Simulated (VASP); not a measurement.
Set up this calculation in VASP 6.6.1, as the native input.

| Quantity | Value |
| --- | --- |
| Task | single point |
| Functional | PBEsol |
| Potentials or basis | VASP PAW PBE potentials, release 64 (Al, Ru_pv) |
| Cutoff | 520 eV |
| k mesh | 10 × 10 × 10 |
| Occupations | gaussian, width 0.03 eV |
| Spin | no spin polarisation |
| Dipole correction | no |
| Further INCAR settings | ALGO = Normal; EDIFF = 1e-07; NBANDS = 29 |

The structure of Al2Ru lies in POSCAR:

```
Al2Ru
1.0
    0.0000000000      4.0474627612      4.4508555389
    2.3858276288      0.0000000000      4.4508555389
    2.3858276288      4.0474627612      0.0000000000
Al Ru
4 2
Direct
    0.0789481736      0.4210518264      0.0789481736
    0.4210518264      0.0789481736      0.4210518264
    0.1710518264      0.8289481736      0.1710518264
    0.8289481736      0.1710518264      0.8289481736
    0.7500000000      0.7500000000      0.7500000000
    0.5000000000      0.5000000000      0.5000000000
```

This cell differs from its parent crystal: strain +0.015 along x and y, +0.015 along z.

The input as run:

INCAR

```
PREC = Accurate
ENCUT = 520
EDIFF = 1E-7
ISMEAR = 0
SIGMA = 0.03
LREAL = False
LASPH = True
NELM = 60
ALGO = Normal
ISIF = 2
LWAVE = False
LCHARG = True
GGA = PS
LELF = True
LVHAR = True
NBANDS = 29
```

KPOINTS

```
Automatic mesh
0
Gamma
  10 10 10
```

Potentials or basis: VASP PAW PBE potentials, release 64 (Al, Ru_pv).

Command:

```console
$ cat potpaw_PBE.64/Al/POTCAR potpaw_PBE.64/Ru_pv/POTCAR > POTCAR
$ mpirun -np 1 vasp_std > vasp.out
```

Results of the run:

```
Pressure      : -7.3 GPa
Largest force : 0.059 eV/Å
```

Caveat: the cell differs from its parent crystal (strain +0.015 along x and y, +0.015 along z); the cell stands under tension; the PAW data sets were made with another functional, which shifts forces and pressure a little.

It took 13 min on 1 thread of Oxide Virtual Turin-like Processor, on a shared host, peak memory 0.45 GiB.
